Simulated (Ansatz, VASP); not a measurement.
## SnO2: VASP beside Ansatz

INCAR

```
SYSTEM = SnO2
ALGO = Normal
EDIFF = 1E-6
ENCUT = 520
GGA = PE
ISIF = 2
ISMEAR = 0
IVDW = 12
LASPH = .TRUE.
LCHARG = .FALSE.
LREAL = .FALSE.
LWAVE = .FALSE.
NBANDS = 35
NELM = 60
PREC = Accurate
SIGMA = 0.05
```

KPOINTS

```
k-points
0
G
  12 12 4
  0 0 0
```

POSCAR

```
SnO2
1.0
    3.3903493636      0.0000000000      0.0000000000
   -1.6951746819      2.9361286766      0.0000000000
    0.0000000000      0.0000000000      9.2807319888
Sn O
2 4
Direct
    0.0000000000      0.0000000000      0.5000000000
    0.0000000000      0.0000000000      0.0000000000
    0.6666666667      0.3333333333      0.4018666787
    0.6666666667      0.3333333333      0.0981333213
    0.3333333333      0.6666666667      0.5981333213
    0.3333333333      0.6666666667      0.9018666787
```

Input for Ansatz:

```yaml
crystal:
  lattice:
    - [3.3903493636, 0.0, 0.0]
    - [-1.6951746819, 2.9361286766, 0.0]
    - [0.0, 0.0, 9.2807319888]
  atoms:
    - { symbol: Sn, position: [0.0, 0.0, 0.5] }
    - { symbol: Sn, position: [0.0, 0.0, 0.0] }
    - { symbol: O, position: [0.6666666667, 0.3333333333, 0.4018666787] }
    - { symbol: O, position: [0.6666666667, 0.3333333333, 0.0981333213] }
    - { symbol: O, position: [0.3333333333, 0.6666666667, 0.5981333213] }
    - { symbol: O, position: [0.3333333333, 0.6666666667, 0.9018666787] }
basis:
  ecutwfc: 420
kpoints:
  mp_grid: { grid: [12, 12, 4] }
hamiltonian:
  xc: pbe
  dispersion: d3bj
scf:
  occupations: { method: gaussian, width: 0.05 }
output:
  forces: true
  stress: true
  eigenvalues: true
```

Alike in both runs: task single point; functional PBE; dispersion D3(BJ); k mesh 12 × 12 × 4; occupations gaussian, width 0.05 eV; no spin polarisation.

|  | VASP | Ansatz |
| --- | --- | --- |
| version | VASP 6.6.1 | Ansatz 0.2.0 |
| potentials or method | VASP PAW PBE potentials, release 64 (Sn_d, O), cutoff 520 eV | scalar-relativistic, plane waves, PAW |
| valence electrons in the cell | 52 | 52 |

```csv
,VASP,Ansatz,Ansatz less VASP
gap on the k mesh at the Fermi level (eV),0.65,0.67,+0.020
least direct gap on the mesh (eV),1.08,1.10,+0.013
pressure (GPa),-7.7,-8.1,-0.41
"traceless stress, the component that is largest in VASP (GPa)",12.32,12.68,+0.352
rms of the force components (eV/Å),0.064,0.048,-0.0159
```

Atom by atom the forces differ by 0.016 eV/Å (rms over components).
